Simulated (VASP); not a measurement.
# AgB2 (P6/mmm) in VASP: further runs, part 2 of 2

VASP 6.6.1. Earlier steps stand in the parts before.

## 4. Single point, BLYP+D3(BJ)

This run uses another cell than the first one, of the same volume but with other edges.

Contents of INCAR:

```
SYSTEM = AgB2
AGGAC = 1.0 ; AGGAX = 1.0
ALDAC = 0.0 ; ALDAX = 1.0
ALGO = Normal ; EDIFF = 1E-6
ENCUT = 520 ; GGA = B5
ISIF = 2 ; ISMEAR = 0
IVDW = 12 ; LASPH = .TRUE.
LCHARG = .FALSE. ; LREAL = .FALSE.
LWAVE = .FALSE. ; NBANDS = 16
NELM = 60 ; PREC = Accurate
SIGMA = 0.05 ; VDW_A1 = 0.4298
VDW_A2 = 4.2359 ; VDW_S6 = 1.0
VDW_S8 = 2.6996
```

Contents of KPOINTS:

```
k-points
0
G
  10 10 8
  0 0 0
```

Contents of POSCAR:

```
AgB2
1.0
    2.9045111065      0.0000000000      0.0000000000
   -1.4522555533      2.5153804038      0.0000000000
    0.0000000000      0.0000000000      3.8713233409
Ag B
1 2
Direct
    0.0000000000      0.0000000000      0.0000000000
    0.3333333333      0.6666666667      0.5000000000
    0.6666666667      0.3333333333      0.5000000000
```

Potentials or basis: VASP PAW PBE potentials, release 64 (Ag, B).

Started as:

```console
> cat potpaw_PBE.64/Ag/POTCAR potpaw_PBE.64/B/POTCAR > POTCAR
> mpirun -np 1 vasp_std > vasp.out
```

OUTCAR:

```text
SYSTEM = AgB2
   EDIFF = 1E-6
   ENCUT = 520
   GGA = B5
   ISIF = 2
   ISMEAR = 0
   IVDW = 12
   LASPH = .TRUE.
   LREAL = .FALSE.
   NELM = 60
   PREC = Accurate
 IVDW          = 12

 ion  position               nearest neighbor table
   1  0.000  0.000  0.000-   2 2.56   3 2.56   2 2.56   3 2.56   3 2.56   3 2.56   2 2.56   2 2.56
                             3 2.56   3 2.56   2 2.56   2 2.56
   2  0.333  0.667  0.500-   3 1.68   3 1.68   3 1.68   1 2.56   1 2.56   1 2.56   1 2.56   1 2.56
                             1 2.56
   3  0.667  0.333  0.500-   2 1.68   2 1.68   2 1.68   1 2.56   1 2.56   1 2.56   1 2.56   1 2.56
                             1 2.56

  LATTYP: Found a hexagonal cell.
 ALAT       =     2.9045111065
 C/A-ratio  =     1.3328657385

  Lattice vectors:

 A1 = (   2.9045111065,   0.0000000000,   0.0000000000)
 A2 = (  -1.4522555533,   2.5153804038,   0.0000000000)
 A3 = (   0.0000000000,   0.0000000000,   3.8713233409)

Analysis of symmetry for initial positions (statically):
=====================================================================
 Subroutine PRICEL returns:
 Original cell was already a primitive cell.

 Routine SETGRP: Setting up the symmetry group for a
 hexagonal supercell.

 Subroutine GETGRP returns: Found 24 space group operations
 (whereof 24 operations were pure point group operations)
 out of a pool of 24 trial point group operations.

The static configuration has the point symmetry D_6h.

Analysis of symmetry for dynamics (positions and initial velocities):
=====================================================================
 Subroutine PRICEL returns:
 Original cell was already a primitive cell.

 Routine SETGRP: Setting up the symmetry group for a
 hexagonal supercell.

 Subroutine GETGRP returns: Found 24 space group operations
[... 122 lines left out ...]
   IALGO  =     38    algorithm
   IMIX   =      4    mixing-type and parameters
     AMIX     =   0.40;   BMIX     =  1.00
     AMIX_MAG =   1.60;   BMIX_MAG =  1.00
  volume/ion in A,a.u.               =       9.43        63.62
  Fermi-wavevector in a.u.,A,eV,Ry     =   1.381590  2.610826 25.970666  1.908790
  Thomas-Fermi vector in A             =   2.506360
   LORBIT       =      0    0 simple, 1 ext, 2 COOP (PROOUT), +10 PAW based schemes
   GGA     = B5    functional components
   LHFCALC =     F    Hartree Fock is set to
   AEXX    =    0.0000 exact exchange contribution
   IVDW    =    12    specifies the selected vdW correction
   LEPSILON=     F    determine dielectric tensor
   LRPA    =     F    only Hartree local field effects (RPA)
 non-spin polarized calculation
 Gauss-broadening in eV      SIGMA  =   0.05
  energy-cutoff  :      520.00
  volume of cell :       28.28
 maximum number of plane-waves:       806
 NGX is ok and might be reduce to    24

 number of electron      17.0000001 magnetization

 Free energy of the ion-electron system (eV)
  ---------------------------------------------------
  ext. energy  EPLUGINS =         0.00000000
  ---------------------------------------------------
  free energy    TOTEN  =       -12.16420565 eV

  energy without entropy =      -12.16335809  energy(sigma->0) =      -12.16378187

 E-fermi :   9.0750     XC(G=0): -11.9959

 val. band max:        9.0749883062   @ k =   0.1000   0.1000   0.1250
 cond. band min:       9.1697868658   @ k =   0.4000   0.1000   0.2500
 fundamental gap:      0.0947985596
 Fermi energy:         9.0749893529

 k-point     1 :       0.0000    0.0000    0.0000
  band No.  band energies     occupation
      1      -3.8031      2.00000
      2       2.6855      2.00000
      3       3.7124      2.00000
      4       3.7124      2.00000
      5       4.8840      2.00000
      6       4.8840      2.00000
[... 433 lines left out ...]
      3       2.8664      2.00000
      4       3.0605      2.00000
      5       4.1708      2.00000
      6       5.3975      2.00000
[... 8 lines left out ...]
     15      23.9438      0.00000
     16      26.1549      0.00000

 [... further k-points ...]

------------------------ aborting loop because EDIFF is reached ----------------------------------------

 Edisp (eV)   -2.42620

 E8    (eV) :    -1.6951

  FORCE on cell =-STRESS in cart. coord.  units (eV):
  Direction    XX          YY          ZZ          XY          YZ          ZX
  --------------------------------------------------------------------------------------
  -------------------------------------------------------------------------------------
  Total       3.41121     3.41121     3.42530    -0.00000     0.00000     0.00000
  in kB     193.23389   193.23389   194.03166    -0.00000     0.00000     0.00000
  external pressure =      193.50 kB  Pullay stress =        0.00 kB

 VOLUME and BASIS-vectors are now :
 -----------------------------------------------------------------------------
  energy-cutoff  :      520.00
  volume of cell :       28.28
      direct lattice vectors                 reciprocal lattice vectors
     2.904511107  0.000000000  0.000000000     0.344292021  0.198777091  0.000000000
    -1.452255553  2.515380404  0.000000000     0.000000000  0.397554182  0.000000000
     0.000000000  0.000000000  3.871323341     0.000000000  0.000000000  0.258309604

 POSITION                                       TOTAL-FORCE (eV/Angst)
 -----------------------------------------------------------------------------------
      0.00000      0.00000      0.00000        -0.000000      0.000000      0.000000
     -0.00000      1.67692      1.93566         0.000000     -0.000000      0.000000
      1.45226      0.83846      1.93566        -0.000000      0.000000      0.000000
 -----------------------------------------------------------------------------------
    total drift:                               -0.000000      0.000000     -0.000000

  FREE ENERGIE OF THE ION-ELECTRON SYSTEM (eV)
  ---------------------------------------------------
  free  energy   TOTEN  =       -14.5904056335 eV

  energy  without entropy=      -14.5895580752  energy(sigma->0) =      -14.58998185
```

stdout:

```text
POSCAR found type information on POSCAR AgB
 POSCAR found :  2 types and       3 ions
 scaLAPACK will be used
 -----------------------------------------------------------------------------
|                                                                             |
|                                                                             |
|     You enforced a specific xc type in the INCAR file but a different       |
|     I HOPE YOU KNOW WHAT YOU ARE DOING!                                     |
|                                                                             |
 -----------------------------------------------------------------------------

 LDA part: xc-table for (Slater(with rela. corr.)+VWN5), standard interpolation
 POSCAR, INCAR and KPOINTS ok, starting setup
 FFT: planning ... GRIDC
 FFT: planning ... GRID_SOFT
 FFT: planning ... GRID
 WAVECAR not read
 entering main loop
```

It took 56 s on 1 thread of AMD EPYC 7R13 (Zen 3), shared host; peak memory 0.14 GiB.

What came out:

```
Free energy                : -14.5904 eV
Pressure                   : 19.3 GPa
Dispersion energy per atom : -0.809 eV
```

Caveat: the PAW data sets were made with another functional, which shifts forces and pressure a little; pairwise dispersion overbinds metals, which lowers pressure and volume.

## 5. Summary

| level | cell | gap on the mesh (eV) | pressure (GPa) |
| --- | --- | --- | --- |
| PBE+D3(BJ) | a = 2.954, b = 2.954, c = 3.743 Å, angles 90.0, 90.0, 120.0°, 3 atoms | none | 16.4 |
| PBE+D4 | a = 2.935, b = 2.935, c = 3.791 Å, angles 90.0, 90.0, 120.0°, 3 atoms | none | 16.3 |
| BLYP+D3(BJ) | a = 2.905, b = 2.905, c = 3.871 Å, angles 90.0, 90.0, 120.0°, 3 atoms | none | 19.3 |

Alike in all rows: task single point; potentials or basis VASP PAW PBE potentials, release 64 (Ag, B); no spin polarisation; k mesh 10 × 10 × 8; cutoff (eV) 520; smearing gaussian 0.05 eV.

Caveats: pairwise dispersion overbinds metals, which lowers pressure and volume; three body term missing (some runs); the PAW data sets were made with another functional, which shifts forces and pressure a little (some runs).

Absolute energies hang on the potentials; compare differences alone.
